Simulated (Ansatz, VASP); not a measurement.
One calculation of Ir, two programs

```xyz
8
Lattice="4.9095 0.0000 0.0000 0.0000 4.9095 0.0000 0.0000 0.0000 4.9095" Properties=species:S:1:pos:R:3 pbc="T T T"
Ir    2.4547    2.4547    2.4547
Ir    0.0000    0.0000    0.0000
Ir    1.2274    0.0000    2.4547
Ir    2.4547    1.2274    0.0000
Ir    2.4547    3.6821    0.0000
Ir    3.6821    0.0000    2.4547
Ir    0.0000    2.4547    3.6821
Ir    0.0000    2.4547    1.2274
```

Alike in both runs: functional r2SCAN; k mesh 4 × 4 × 4; occupations gaussian, width 0.1 eV; no spin polarisation.

Ansatz relaxed the structure, and its values are those at the end. VASP's run is a single point on that final structure, the one shown.

|  | VASP | Ansatz |
| --- | --- | --- |
| version | VASP 6.6.1 | Ansatz 0.2.0 |
| potentials or method | VASP PAW PBE potentials, release 64 (Ir_sv_GW), cutoff 550 eV | scalar-relativistic, plane waves, PAW |
| valence electrons in the cell | 136 | 136 |

```tsv
	VASP	Ansatz	Ansatz less VASP
gap on the k mesh at the Fermi level (eV)	none	none	-
pressure (GPa)	-1.9	0.0	+1.95
```

VASP's potentials were made for PBE, not for r2SCAN. A gap of «none» marks a metal or a gap that the smearing closes.

Spin-orbit coupling is off throughout.
